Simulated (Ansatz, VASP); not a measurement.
# Pt in VASP and in Ansatz

The input POSCAR:

```
Pt
1.0
   -1.5842200000      1.5842200000      1.5842200000
    1.5842200000     -1.5842200000      1.5842200000
    1.5842200000      1.5842200000     -1.5842200000
Pt
1
Direct
    0.0000000000      0.0000000000      0.0000000000
```

Contents of INCAR.step1:

```
SYSTEM = Pt
ALGO = Normal ; EDIFF = 1E-5
ENCUT = 550 ; GGA = PE
GGA_COMPAT = .FALSE. ; ISMEAR = 1
LASPH = .TRUE. ; LCHARG = .FALSE.
LREAL = .FALSE. ; LWAVE = .TRUE.
NBANDS = 11 ; NELM = 120
PREC = Accurate ; SIGMA = 0.5
```

The input INCAR.step2:

```
SYSTEM = Pt
ALGO = Normal ; EDIFF = 1E-6
ENCUT = 550 ; GGA_COMPAT = .FALSE.
ISIF = 2 ; ISMEAR = 1
ISTART = 1 ; LASPH = .TRUE.
LCHARG = .FALSE. ; LMIXTAU = .TRUE.
LREAL = .FALSE. ; LWAVE = .FALSE.
METAGGA = R2SCAN ; NBANDS = 11
NELM = 120 ; PREC = Accurate
SIGMA = 0.5
```

Contents of KPOINTS:

```
k-points
0
G
  13 13 13
  0 0 0
```

Input for Ansatz:

```yaml
crystal:
  lattice:
    - [-1.58422, 1.58422, 1.58422]
    - [1.58422, -1.58422, 1.58422]
    - [1.58422, 1.58422, -1.58422]
  atoms:
    - { symbol: Pt, position: [0.0, 0.0, 0.0] }
kpoints:
  mp_grid:
    grid: [13, 13, 13]
hamiltonian:
  xc: r2scan
  pseudopotentials:
    kind: paw
scf:
  occupations:
    method: cold
    width: 0.5
output:
  stress: true
```

Alike in both runs: task single point; functional r2SCAN; k mesh 13 × 13 × 13; no spin polarisation.

```csv
,VASP,Ansatz
version,VASP 6.6.1,Ansatz 0.2.0
potentials or method,"VASP PAW PBE potentials, release 64 (Pt)","plane waves, PAW"
plane-wave cutoff (eV),550,500
occupations,"methfessel-paxton of order 1, width 0.5 eV","cold, width 0.5 eV"
valence electrons in the cell,10,18
```

VASP gave:

- pressure (GPa): -6.1

What did Ansatz give for the same quantities?

Pressure (GPa): -7.3.

VASP's potentials were made for PBE, not for r2SCAN. VASP's potentials hold 10 valence electrons a cell and Ansatz's 18, so a difference there can come from the potentials and not from the codes.

Spin-orbit coupling is off throughout.
